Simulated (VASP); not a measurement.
# Si3F (P6_3/mcm) in VASP: relaxation of cell and atoms with PBE

Aim: the relaxation of cell and atoms of Si3F with PBE.

All numbers are computed with VASP 6.6.1; they aren't measurements. Logs are shortened: lines on timing, memory, paths and dates and some standing lists are left out, and cuts for length are marked.

### Step 1. The cell of the first run

Symmetry: P6_3/mcm, No. 193, hexagonal system. Conventional cell: a = 5.189 Å, b = 5.189 Å, c = 4.789 Å, α = 90.00°, β = 90.00°, γ = 120.00°. Si (site symmetry m2m) has 4 F at 2.51 to 3.22 Å and 10 Si at 2.52 to 3.25 Å within 3.3 Å. F (site symmetry -3m) has 2 F at 2.39 Å and 6 Si at 2.51 Å within 3.2 Å.

### Step 2. Relaxation of cell and atoms, PBE

INCAR

```
SYSTEM = Si3F
PREC = Accurate
ENCUT = 600
EDIFF = 1E-6
ISMEAR = 0
SIGMA = 0.1
LREAL = .False.
LASPH = .True.
NELM = 60
ALGO = Normal
ISIF = 3
LWAVE = .False.
LCHARG = .False.
GGA = PE
IBRION = 2
NSW = 100
EDIFFG = -0.01
```

KPOINTS

```
Automatic mesh
0
Gamma
  12 12 8
  0 0 0
```

POSCAR

```
Si3F
1.0
    5.1887953280      0.0000000000      0.0000000000
   -2.5943976640      4.4936285690      0.0000000000
    0.0000000000      0.0000000000      4.7885810758
Si F
6 2
Direct
    0.4247846963      0.4247846963      0.2500000000
    0.0000000000      0.4247846963      0.7500000000
    0.5752153037      0.0000000000      0.2500000000
    0.5752153037      0.5752153037      0.7500000000
    0.0000000000      0.5752153037      0.2500000000
    0.4247846963      0.0000000000      0.7500000000
    0.0000000000      0.0000000000      0.0000000000
    0.0000000000      0.0000000000      0.5000000000
```

Potentials or basis: VASP PAW PBE potentials, release 64 (Si, F).

Launch:

```sh
$ cat potpaw_PBE.64/Si/POTCAR potpaw_PBE.64/F/POTCAR > POTCAR
$ mpirun -np 1 vasp_std > vasp.out
```

OUTCAR:

```text
SYSTEM = Si3F
   PREC = Accurate
   ENCUT = 600
   EDIFF = 1E-6
   ISMEAR = 0
   LREAL = .False.
   LASPH = .True.
   NELM = 60
   ISIF = 3
   GGA = PE
   IBRION = 2
   NSW = 100
   EDIFFG = -0.01

 ion  position               nearest neighbor table
   1  0.425  0.425  0.250-   7 2.51   8 2.51   4 2.52   4 2.52   3 2.68   3 2.68   5 2.68   5 2.68

   2  0.000  0.425  0.750-   7 2.51   8 2.51   5 2.52   5 2.52   6 2.68   6 2.68   4 2.68   4 2.68

   3  0.575  0.000  0.250-   7 2.51   8 2.51   6 2.52   6 2.52   5 2.68   1 2.68   1 2.68   5 2.68

   4  0.575  0.575  0.750-   7 2.51   8 2.51   1 2.52   1 2.52   6 2.68   6 2.68   2 2.68   2 2.68

   5  0.000  0.575  0.250-   7 2.51   8 2.51   2 2.52   2 2.52   3 2.68   3 2.68   1 2.68   1 2.68

   6  0.425  0.000  0.750-   7 2.51   8 2.51   3 2.52   3 2.52   4 2.68   2 2.68   4 2.68   2 2.68

   7  0.000  0.000  0.000-   1 2.51   2 2.51   4 2.51   5 2.51   3 2.51   6 2.51
   8  0.000  0.000  0.500-   1 2.51   2 2.51   4 2.51   5 2.51   3 2.51   6 2.51

  LATTYP: Found a hexagonal cell.
 ALAT       =     5.1887953280
 C/A-ratio  =     0.9228695243

  Lattice vectors:

 A1 = (   5.1887953280,   0.0000000000,   0.0000000000)
 A2 = (  -2.5943976640,   4.4936285690,   0.0000000000)
 A3 = (   0.0000000000,   0.0000000000,   4.7885810758)

Analysis of symmetry for initial positions (statically):
=====================================================================
 Subroutine PRICEL returns:
 Original cell was already a primitive cell.

 Routine SETGRP: Setting up the symmetry group for a
 hexagonal supercell.

 Subroutine GETGRP returns: Found 24 space group operations
 (whereof 12 operations were pure point group operations)
 out of a pool of 24 trial point group operations.

The static configuration has the point symmetry D_3d.
 The point group associated with its full space group is D_6h.

Analysis of symmetry for dynamics (positions and initial velocities):
=====================================================================
 Subroutine PRICEL returns:
 Original cell was already a primitive cell.

 Routine SETGRP: Setting up the symmetry group for a
 hexagonal supercell.

 Subroutine GETGRP returns: Found 24 space group operations
 (whereof 12 operations were pure point group operations)
 out of a pool of 24 trial point group operations.

The dynamic configuration has the point symmetry D_3d.
 The point group associated with its full space group is D_6h.

 Subroutine INISYM returns: Found 24 space group operations
 (whereof 12 operations are pure point group operations),
 and found     1 'primitive' translations

----------------------------------------------------------------------------------------

                                     Primitive cell

  volume of cell :     111.6530

  direct lattice vectors                    reciprocal lattice vectors
     5.188795328  0.000000000  0.000000000     0.192722961  0.111268653  0.000000000
    -2.594397664  4.493628569  0.000000000     0.000000000  0.222537307  0.000000000
     0.000000000  0.000000000  4.788581076     0.000000000  0.000000000  0.208830128

  length of vectors
     5.188795328  5.188795328  4.788581076     0.222537307  0.222537307  0.208830128

  position of ions in fractional coordinates (direct lattice)
     0.424784696  0.424784696  0.250000000
     0.000000000  0.424784696  0.750000000
     0.575215304  0.000000000  0.250000000
     0.575215304  0.575215304  0.750000000
     0.000000000  0.575215304  0.250000000
     0.424784696  0.000000000  0.750000000
     0.000000000  0.000000000  0.000000000
     0.000000000  0.000000000  0.500000000

  ion indices of the primitive-cell ions
   primitive index   ion index
                 1           1
                 2           2
                 3           3
                 4           4
                 5           5
                 6           6
                 7           7
                 8           8

----------------------------------------------------------------------------------------

 KPOINTS: Automatic mesh

Automatic generation of k-mesh.
 Grid dimensions read from file:
 generate k-points for:   12   12    8

 Generating k-lattice:

  Cartesian coordinates                     Fractional coordinates (reciprocal lattice)
     0.016060247  0.009272388  0.000000000     0.083333333  0.000000000  0.000000000
     0.000000000  0.018544776  0.000000000     0.000000000  0.083333333  0.000000000
     0.000000000  0.000000000  0.026103766     0.000000000  0.000000000  0.125000000

  Length of vectors
     0.018544776  0.018544776  0.026103766

  Shift w.r.t. Gamma in fractional coordinates (k-lattice)
     0.000000000  0.000000000  0.000000000

 Subroutine IBZKPT returns following result:
 ===========================================

 Found     95 irreducible k-points:

 Following reciprocal coordinates:
            Coordinates               Weight
  0.000000  0.000000  0.000000      1.000000
  0.083333  0.000000  0.000000      6.000000
  0.166667  0.000000  0.000000      6.000000
  0.250000  0.000000  0.000000      6.000000
  0.333333  0.000000  0.000000      6.000000
  0.416667  0.000000  0.000000      6.000000
[... 16 lines left out ...]
  0.250000  0.000000  0.125000     12.000000
  0.333333  0.000000  0.125000     12.000000
 [... further k-points ...]
   k-points           NKPTS =     95   k-points in BZ     NKDIM =     95   number of bands    NBANDS=     24
   number of dos      NEDOS =    301   number of ions     NIONS =      8
   total plane-waves  NPLWV =  70560
   dimension x,y,z NGX =    42 NGY =   42 NGZ =   40
   dimension x,y,z NGXF=    84 NGYF=   84 NGZF=   80
   ions per type =               6   2
   NGX,Y,Z   is equivalent  to a cutoff of  13.46, 13.46, 13.89 a.u.
   NGXF,Y,Z  is equivalent  to a cutoff of  26.91, 26.91, 27.77 a.u.
 SYSTEM =  Si3F
   PREC   = accura    normal or accurate (medium, high low for compatibility)
   ISTART =      0    job   : 0-new  1-cont  2-samecut
   ICHARG =      2    charge: 1-file 2-atom 10-const
   ISPIN  =      1    spin polarized calculation?
   LNONCOLLINEAR =      F non collinear calculations
   LSORBIT =      F    spin-orbit coupling
   LASPH  =      T    aspherical Exc in radial PAW
   ENCUT  =  600.0 eV  44.10 Ry    6.64 a.u.  10.36 10.36  9.56*2*pi/ulx,y,z
   NELM   =     60;   NELMIN=  2; NELMDL= -5     # of ELM steps
   EDIFF  = 0.1E-05   stopping-criterion for ELM
   LREAL  =      F    real-space projection
   EDIFFG = -.1E-01   stopping-criterion for IOM
   NSW    =    100    number of steps for IOM
   IBRION =      2    ionic relax: 0-MD 1-quasi-New 2-CG
   NFREE  =      1    steps in history (QN), initial steepest desc. (CG)
   ISIF   =      3    stress and relaxation
   ISYM   =      2    0-nonsym 1-usesym 2-fastsym
   POTIM  = 0.5000    time-step for ionic-motion
   TEBEG  =    0.0;   TEEND  =   0.0 temperature during run
   PSTRESS=    0.0 pullay stress
   NELECT =      38.0000    total number of electrons
   NUPDOWN=      -1.0000    fix difference up-down
   EMIN   =  10.00;   EMAX   =-10.00  energy-range for DOS
   EFERMI =   0.00;   METHOD = LEGACY
   ISMEAR =     0;   SIGMA  =   0.10  broadening in eV -4-tet -1-fermi 0-gaus
   EFERMI_NEDOS =   21; number of points for ismear=-14 and -15
   IALGO  =     38    algorithm
   IMIX   =      4    mixing-type and parameters
     AMIX     =   0.40;   BMIX     =  1.00
     AMIX_MAG =   1.60;   BMIX_MAG =  1.00
  volume/ion in A,a.u.               =      13.96        94.18
  Fermi-wavevector in a.u.,A,eV,Ry     =   1.142999  2.159955 17.775286  1.306447
  Thomas-Fermi vector in A             =   2.279695
   LORBIT       =      0    0 simple, 1 ext, 2 COOP (PROOUT), +10 PAW based schemes
   GGA     = PE    functional components
   LHFCALC =     F    Hartree Fock is set to
   AEXX    =    0.0000 exact exchange contribution
   IVDW    =     0    specifies the selected vdW correction
   LEPSILON=     F    determine dielectric tensor
   LRPA    =     F    only Hartree local field effects (RPA)
 conjugate gradient relaxation of ions
 non-spin polarized calculation
 Gauss-broadening in eV      SIGMA  =   0.10
  energy-cutoff  :      600.00
  volume of cell :      111.65
 maximum number of plane-waves:      3752
 NGX is ok and might be reduce to    42
   NGX = 21   NGY = 21   NGZ = 19

--------------------------------------- Ionic step        1  -------------------------------------------

 number of electron      38.0000008 magnetization

 Free energy of the ion-electron system (eV)
  ---------------------------------------------------
  ext. energy  EPLUGINS =         0.00000000
  ---------------------------------------------------
  free energy    TOTEN  =       -36.12769466 eV

  energy without entropy =      -36.10316383  energy(sigma->0) =      -36.11542925

------------------------ aborting loop because EDIFF is reached ----------------------------------------

  FORCE on cell =-STRESS in cart. coord.  units (eV):
  Direction    XX          YY          ZZ          XY          YZ          ZX
  --------------------------------------------------------------------------------------
  -------------------------------------------------------------------------------------
  Total       -0.4542215     -0.4542215      1.0493934      0.0000000      0.0000000      0.0000000
  in kB       -6.5179000     -6.5179000     15.0583831      0.0000000      0.0000000      0.0000000
  external PRESSURE =       0.6741944 kB  Pullay stress =       0.0000000 kB
[... 279 lines left out ...]
  energy  without entropy=      -36.1183603060  energy(sigma->0) =      -36.13071303

--------------------------------------- Ionic step        8  -------------------------------------------

 number of electron      37.9999989 magnetization

 Free energy of the ion-electron system (eV)
  ---------------------------------------------------
  ext. energy  EPLUGINS =         0.00000000
  ---------------------------------------------------
  free energy    TOTEN  =       -36.14306538 eV

  energy without entropy =      -36.11834453  energy(sigma->0) =      -36.13070496

 E-fermi :   7.5800     XC(G=0): -10.8143

 val. band max:        7.5770034081   @ k =   0.4167   0.0000   0.2500
 cond. band min:       7.5881988317   @ k =   0.0833   0.0000   0.1250
 fundamental gap:      0.0111954237
 Fermi energy:         7.5799818191

 k-point     1 :       0.0000    0.0000    0.0000
  band No.  band energies     occupation
      1     -15.6701      2.00000
      2     -14.9441      2.00000
      3      -4.7307      2.00000
      4      -0.5688      2.00000
      5       0.6919      2.00000
      6       0.6919      2.00000
[... 637 lines left out ...]
     23      10.3985      0.00000
     24      10.5117      0.00000

 [... further k-points ...]
[... 5 lines left out ...]
  --------------------------------------------------------------------------------------
  -------------------------------------------------------------------------------------
  Total        0.0648092      0.0648092     -0.0648773      0.0000000      0.0000000      0.0000000
  in kB        0.9285710      0.9285710     -0.9295464      0.0000000      0.0000000      0.0000000
  external PRESSURE =       0.3091986 kB  Pullay stress =       0.0000000 kB
[... 23 lines left out ...]
  FREE ENERGIE OF THE ION-ELECTRON SYSTEM (eV)
  ---------------------------------------------------
  free  energy   TOTEN  =       -36.1430653839 eV

  energy  without entropy=      -36.1183445272  energy(sigma->0) =      -36.13070496

 reached required accuracy - stopping structural energy minimisation
```

It took 16 min on 1 thread of Intel Xeon Platinum 8259CL at 2.50GHz (Skylake/Cascade Lake), shared host; peak memory 0.42 GiB.

Results:

| Item | Value |
| --- | --- |
| Free energy | -36.1431 eV |
| Relaxed volume | 13.98 Å³/atom |
| Relaxed cell | a = 5.145 Å, b = 5.145 Å, c = 4.879 Å, α = 90.00°, β = 90.00°, γ = 120.00° |
| Space group after relaxing (to 0.05 Å) | P6_3/mcm (No. 193) |
| Energy gained by relaxing | 1.9 meV/atom |
| Ionic steps | 8 |
| Pressure after relaxing | 0.0 GPa |
| Band gap on the k mesh | zero (band 19 reaches 9.08 eV, above the bottom of band 20 at 6.94 eV) |

Stress tensor (GPa, compression positive):
```
 0.09  0.00  0.00
 0.00  0.09  0.00
 0.00  0.00 -0.09
```

Step by step:
```
step  energy change (eV)  largest force (eV/Å)  pressure (GPa)  volume (Å³)
   1              0.0000                0.0269            0.07       111.65
   2             -0.0071                0.0516           -0.02       111.74
   3             -0.0100                0.0891           -0.20       111.90
   4             -0.0105                0.0813           -0.13       111.86
   5             -0.0127                0.0607            0.03       111.66
   6             -0.0143                0.0183            0.43       111.24
   7             -0.0154                0.0018            0.01       111.83
   8             -0.0154                0.0013            0.03       111.82
```

Final structure:
```
CELL_PARAMETERS angstrom
5.14458 0.00000 0.00000
-2.57229 4.45534 0.00000
0.00000 0.00000 4.87867
ATOMIC_POSITIONS crystal
Si 0.42964 0.42964 0.25000
Si 0.00000 0.42964 0.75000
Si 0.57036 0.00000 0.25000
Si 0.57036 0.57036 0.75000
Si 0.00000 0.57036 0.25000
Si 0.42964 0.00000 0.75000
F 0.00000 0.00000 0.00000
F 0.00000 0.00000 0.50000
```
